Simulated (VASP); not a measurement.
# Cr (Cmcm) in VASP: single point with r2SCAN

Aim: the single point of Cr with r2SCAN.

Program: VASP 6.6.1. These are calculated values, not measurements. Logs are shortened: lines on timing, memory, paths and dates and some standing lists are left out, and cuts for length are marked.

## 1. The cell of the first run

The structure is orthorhombic, space group Cmcm (No. 63). Conventional cell: a = 2.294 Å, b = 4.934 Å, c = 4.064 Å, α = 90.00°, β = 90.00°, γ = 90.00°. Cr (site symmetry m2m) has 12 Cr at 2.29 to 2.72 Å within 3.0 Å.

## 2. Single point, r2SCAN, collinear spin, ferromagnetic start

Contents of POSCAR:

```
Cr
1.0
    1.1470505050     -2.4670251200      0.0000000000
    1.1470505050      2.4670251200      0.0000000000
    0.0000000000      0.0000000000      4.0643107400
Cr
2
Direct
    0.1294674200      0.8705325800      0.7500000000
    0.8705325800      0.1294674200      0.2500000000
```

Contents of INCAR.step1:

```
PREC = Accurate
ENCUT = 660
ISMEAR = 0
SIGMA = 0.1
LREAL = False
LASPH = True
NELM = 200
ISPIN = 2
MAGMOM = 3 3
LMAXMIX = 4
NBANDS = 25
GGA = PE
ALGO = Normal
EDIFF = 1E-5
LWAVE = True
LCHARG = False
GGA_COMPAT = False
```

Contents of INCAR.step2:

```
PREC = Accurate
ENCUT = 660
EDIFF = 1E-6
ISMEAR = 0
SIGMA = 0.1
LREAL = False
LASPH = True
NELM = 200
ALGO = Normal
ISIF = 2
LWAVE = False
LCHARG = True
ISPIN = 2
MAGMOM = 3 3
LORBIT = 11
LMAXMIX = 4
METAGGA = R2SCAN
LMIXTAU = True
LELF = True
LVHAR = True
NBANDS = 25
ISTART = 1
GGA_COMPAT = False
```

Contents of KPOINTS:

```
regular mesh
0
Gamma
  8 8 4
```

Potentials or basis: VASP PAW PBE potentials, release 64 (Cr_sv).

On the command line:

```
$ cat potpaw_PBE.64/Cr_sv/POTCAR > POTCAR
$ cp INCAR.step1 INCAR
$ mpirun -np 1 vasp_std > vasp.out
$ cp INCAR.step2 INCAR
$ mpirun -np 1 vasp_std > vasp.out
```

OUTCAR:

```text
PREC = Accurate
   ENCUT = 660
   EDIFF = 1E-6
   ISMEAR = 0
   LREAL = False
   LASPH = True
   NELM = 200
   ISIF = 2
   ISPIN = 2
   LORBIT = 11
   METAGGA = R2SCAN
   ISTART = 1

 ion  position               nearest neighbor table
   1  0.129  0.871  0.750-   2 2.40   2 2.40   2 2.62   2 2.62   2 2.62   2 2.62
   2  0.871  0.129  0.250-   1 2.40   1 2.40   1 2.62   1 2.62   1 2.62   1 2.62

  LATTYP: Found a base centered orthorhombic cell.
 ALAT       =     2.2941010100
 B/A-ratio  =     2.1507554456
 C/A-ratio  =     1.7716354782

  Lattice vectors:

 A1 = (   1.1470505050,  -2.4670251200,   0.0000000000)
 A2 = (   1.1470505050,   2.4670251200,   0.0000000000)
 A3 = (   0.0000000000,   0.0000000000,   4.0643107400)

Analysis of symmetry for initial positions (statically):
=====================================================================
 Subroutine PRICEL returns:
 Original cell was already a primitive cell.

 Routine SETGRP: Setting up the symmetry group for a
 base centered orthorhombic supercell.

 Subroutine GETGRP returns: Found  8 space group operations
 (whereof  4 operations were pure point group operations)
 out of a pool of  8 trial point group operations.

The static configuration has the point symmetry C_2h.
 The point group associated with its full space group is D_2h.

Analysis of symmetry for dynamics (positions and initial velocities):
=====================================================================
 Subroutine PRICEL returns:
 Original cell was already a primitive cell.

 Routine SETGRP: Setting up the symmetry group for a
 base centered orthorhombic supercell.

 Subroutine GETGRP returns: Found  8 space group operations
 (whereof  4 operations were pure point group operations)
 out of a pool of  8 trial point group operations.

The dynamic configuration has the point symmetry C_2h.
 The point group associated with its full space group is D_2h.

Analysis of structural, dynamic, and magnetic symmetry:
=====================================================================
 Subroutine PRICEL returns:
 Original cell was already a primitive cell.

 Routine SETGRP: Setting up the symmetry group for a
 base centered orthorhombic supercell.

 Subroutine GETGRP returns: Found  8 space group operations
 (whereof  4 operations were pure point group operations)
 out of a pool of  8 trial point group operations.

The overall configuration has the point symmetry C_2h.
 The point group associated with its full space group is D_2h.

 Subroutine INISYM returns: Found  8 space group operations
 (whereof  4 operations are pure point group operations),
 and found     1 'primitive' translations

[... 111 lines left out ...]
   IALGO  =     38    algorithm
   IMIX   =      4    mixing-type and parameters
     AMIX     =   0.40;   BMIX     =  1.00
     AMIX_MAG =   1.60;   BMIX_MAG =  1.00
  volume/ion in A,a.u.               =      11.50        77.61
  Fermi-wavevector in a.u.,A,eV,Ry     =   1.747980  3.303204 41.571713  3.055435
  Thomas-Fermi vector in A             =   2.819176
   LORBIT       =     11    0 simple, 1 ext, 2 COOP (PROOUT), +10 PAW based schemes
   METAGGA = R2SCAN    functional components
   LHFCALC =     F    Hartree Fock is set to
   AEXX    =    0.0000 exact exchange contribution
   IVDW    =     0    specifies the selected vdW correction
   LEPSILON=     F    determine dielectric tensor
   LRPA    =     F    only Hartree local field effects (RPA)
 spin polarized calculation
 Gauss-broadening in eV      SIGMA  =   0.10
  energy-cutoff  :      660.00
  volume of cell :       23.00
 maximum number of plane-waves:       902
   NGX = 11   NGY = 11   NGZ = 17

 number of electron      27.9999993 magnetization       0.0156506

 Free energy of the ion-electron system (eV)
  ---------------------------------------------------
  ext. energy  EPLUGINS =         0.00000000
  ---------------------------------------------------
  free energy    TOTEN  =       -28.99653682 eV

  energy without entropy =      -28.98077172  energy(sigma->0) =      -28.98865427

 E-fermi :  13.9920     XC(G=0): -14.9290

 val. band max:       13.9810107755   @ k =   0.2500   0.1250   0.2500
 cond. band min:      13.9934071504   @ k =   0.1250   0.1250   0.2500
 fundamental gap:      0.0123963749
 Fermi energy:        13.9920340001

 spin component 1

 k-point     1 :       0.0000    0.0000    0.0000
  band No.  band energies     occupation
      1     -60.7187      1.00000
      2     -60.4989      1.00000
      3     -31.1777      1.00000
      4     -30.6095      1.00000
      5     -30.3508      1.00000
      6     -30.1727      1.00000
[... 661 lines left out ...]
     24      33.7058      0.00000
     25      33.8681      0.00000

 [... further k-points ...]

 spin component 2

 k-point     1 :       0.0000    0.0000    0.0000
  band No.  band energies     occupation
      1     -60.7086      1.00000
      2     -60.4889      1.00000
      3     -31.1676      1.00000
      4     -30.5981      1.00000
      5     -30.3394      1.00000
      6     -30.1624      1.00000
[... 661 lines left out ...]
     24      33.7083      0.00000
     25      33.8717      0.00000

 [... further k-points ...]
[... 5 lines left out ...]
  --------------------------------------------------------------------------------------
  -------------------------------------------------------------------------------------
  Total        0.2503763     -0.4741258      0.4188666      0.0000000      0.0000000      0.0000000
  in kB       17.4393721    -33.0241125     29.1751616      0.0000000      0.0000000      0.0000000
  external PRESSURE =       4.5301404 kB  Pullay stress =       0.0000000 kB

 VOLUME and BASIS-vectors are now :
 -----------------------------------------------------------------------------
  energy-cutoff  :      660.00
  volume of cell :       23.00
      direct lattice vectors                 reciprocal lattice vectors
     1.147050505 -2.467025120  0.000000000     0.435900597 -0.202673250  0.000000000
     1.147050505  2.467025120  0.000000000     0.435900597  0.202673250  0.000000000
     0.000000000  0.000000000  4.064310740     0.000000000  0.000000000  0.246044179

 POSITION                                       TOTAL-FORCE (eV/Angst)
 -----------------------------------------------------------------------------------
      1.14705      1.82823      3.04823         0.000000      0.043341      0.000000
      1.14705     -1.82823      1.01608         0.000000     -0.043341     -0.000000
 -----------------------------------------------------------------------------------
    total drift:                                0.000000     -0.000000     -0.000000

  FREE ENERGIE OF THE ION-ELECTRON SYSTEM (eV)
  ---------------------------------------------------
  free  energy   TOTEN  =       -28.9965368204 eV

  energy  without entropy=      -28.9807717235  energy(sigma->0) =      -28.98865427

 total charge

# of ion       s       p       d       tot
------------------------------------------
    1        2.199   6.036   3.601  11.835
    2        2.199   6.036   3.601  11.835
--------------------------------------------------
tot          4.397  12.072   7.202  23.671

 magnetization (x)

# of ion       s       p       d       tot
------------------------------------------
    1        0.000   0.000   0.007   0.007
    2        0.000   0.000   0.007   0.007
--------------------------------------------------
tot          0.000   0.000   0.014   0.014
```

OSZICAR.step1:

```text
N       E                     dE             d eps       ncg     rms          rms(c)
DAV:   1     0.599660853748E+03    0.59966E+03   -0.17243E+04  6975   0.422E+03
DAV:   2     0.277761321015E+02   -0.57188E+03   -0.54711E+03  6990   0.770E+02
DAV:   3    -0.132687523633E+02   -0.41045E+02   -0.39668E+02  8872   0.243E+02
DAV:   4    -0.181442767419E+02   -0.48755E+01   -0.47545E+01 11920   0.539E+01
DAV:   5    -0.186972917289E+02   -0.55301E+00   -0.55248E+00  8910   0.173E+01    0.265E+01
DAV:   6    -0.180964209073E+02    0.60087E+00   -0.86370E+00  9180   0.626E+01    0.951E+00
DAV:   7    -0.184788842535E+02   -0.38246E+00   -0.91312E-01 11716   0.122E+01    0.509E+00
DAV:   8    -0.185155355095E+02   -0.36651E-01   -0.45274E-02 11196   0.223E+00    0.244E+00
DAV:   9    -0.185298489989E+02   -0.14313E-01   -0.36575E-02 11772   0.266E+00    0.458E-01
DAV:  10    -0.185321990129E+02   -0.23500E-02   -0.61875E-03 10481   0.986E-01    0.163E-01
DAV:  11    -0.185322228736E+02   -0.23861E-04   -0.46266E-04 10715   0.361E-01    0.723E-02
DAV:  12    -0.185322024622E+02    0.20411E-04   -0.34149E-05  7449   0.111E-01    0.302E-02
DAV:  13    -0.185321961375E+02    0.63247E-05   -0.11542E-05  5368   0.514E-02
   1 F= -.18532196E+02 E0= -.18522893E+02  d E =-.186056E-01  mag=     0.0130
```

It took 7.6 min on 1 thread of Intel Xeon Platinum 8259CL at 2.50GHz (Skylake/Cascade Lake), shared host; peak memory 0.22 GiB.

What came out:

| Property | Result |
| --- | --- |
| Free energy | -28.9965 eV |
| Pressure | 0.5 GPa |
| Largest force | 0.043 eV/Å |
| Band gap on the k mesh | zero (filled and empty bands overlap) |
| Net moment | 0.02 μB per cell |
| Valence electrons inside the program's atomic spheres | Cr 11.84 |

Forces on the atoms (eV/Å):
```
Cr   0.000  0.043  0.000
Cr   0.000 -0.043  0.000
```

Caveat: the k points lie up to 0.39 Å⁻¹ apart, too coarse for converged energies and pressures of a metal; the PAW data sets were made with another functional, which shifts forces and pressure a little.
